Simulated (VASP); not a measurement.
## ScAl2: single point with r2SCAN

ScAl2:

```xyz
6
Lattice="0.0000 3.7777 3.7777 3.7777 0.0000 3.7777 3.7777 3.7777 0.0000" Properties=species:S:1:pos:R:3 pbc="T T T"
Sc    3.7777    3.7777    3.7777
Sc    5.6665    5.6665    5.6665
Al    0.9444    0.9444    0.9444
Al    0.9444    2.8332    2.8332
Al    2.8332    0.9444    2.8332
Al    2.8332    2.8332    0.9444
```

| Quantity | Value |
| --- | --- |
| Program | VASP 6.6.1 |
| Task | single point |
| Functional | r2SCAN |
| Potentials or basis | VASP PAW PBE potentials, release 64 (Sc_sv, Al) |
| Cutoff | 520 eV |
| k mesh | 6 × 6 × 6 |
| Occupations | gaussian, width 0.1 eV |
| Spin | no spin polarisation |

```yaml
Pressure: 0.0 GPa
Band_gap_on_the_k_mesh: zero (band 17 reaches 7.32 eV, above the bottom of band 18 at 4.73 eV)
```

Levels at points of the mesh, in eV from the Fermi level:
| k point | band 13 | band 14 | band 15 | band 16 | band 17 | band 18 | band 19 | band 20 | band 21 | band 22 |
| --- | --- | --- | --- | --- | --- | --- | --- | --- | --- | --- |
| (0.00, 0.00, 0.00) | -2.74 | -2.48 | -2.48 | -2.48 | -1.80 | -1.80 | 0.44 | 2.25 | 2.25 | 2.25 |
| (0.50, 0.00, 0.00) | -3.81 | -2.07 | -2.07 | -0.33 | -0.12 | -0.12 | 1.81 | 1.81 | 2.01 | 2.84 |
| (0.50, 0.50, 0.00) | -3.80 | -3.80 | 0.31 | 0.31 | 0.79 | 0.79 | 0.91 | 0.91 | 1.12 | 1.12 |

Wall time 100 s on 1 thread of Intel(R) Xeon(R) 6975P-C (Granite Rapids) (shared host), peak memory 0.27 GiB.

Caveat: the PAW data sets were made with another functional, which shifts forces and pressure a little.
